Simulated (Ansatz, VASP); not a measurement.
**Two plane-wave programs on BaS**

```xyz
2
Lattice="0.0686 3.5194 3.5194 3.5194 0.0686 3.5194 3.5880 3.5880 0.0000" Properties=species:S:1:pos:R:3 pbc="T T T"
Ba    0.0000    0.0000    0.0279
S     1.7940    1.7940    1.7319
```

Change from the starting cell: shear_xy strain +3.9%.

Alike in both runs: task single point; functional r2SCAN; k mesh 6 × 6 × 6; no spin polarisation.

```csv
,VASP,Ansatz
version,VASP 6.6.1,Ansatz 0.2.0
potentials or method,"VASP PAW PBE potentials, release 64 (Ba_sv, S)","plane waves, PAW"
plane-wave cutoff (eV),520,500
occupations,"gaussian, width 0.01 eV",fixed
valence electrons in the cell,16,16
```

```csv
,VASP,Ansatz,Ansatz less VASP
gap on the k mesh at the Fermi level (eV),3.07,3.05,-0.013
pressure (GPa),0.4,0.0,-0.41
"traceless stress, the component that is largest in VASP (GPa)",-0.29,-0.29,-0.001
rms of the force components (eV/Å),0.004,0.000,-0.0038
```

VASP's potentials were made for PBE, not for r2SCAN. Atom by atom the forces differ by 0.004 eV/Å (rms over components).

Spin-orbit coupling is off throughout.
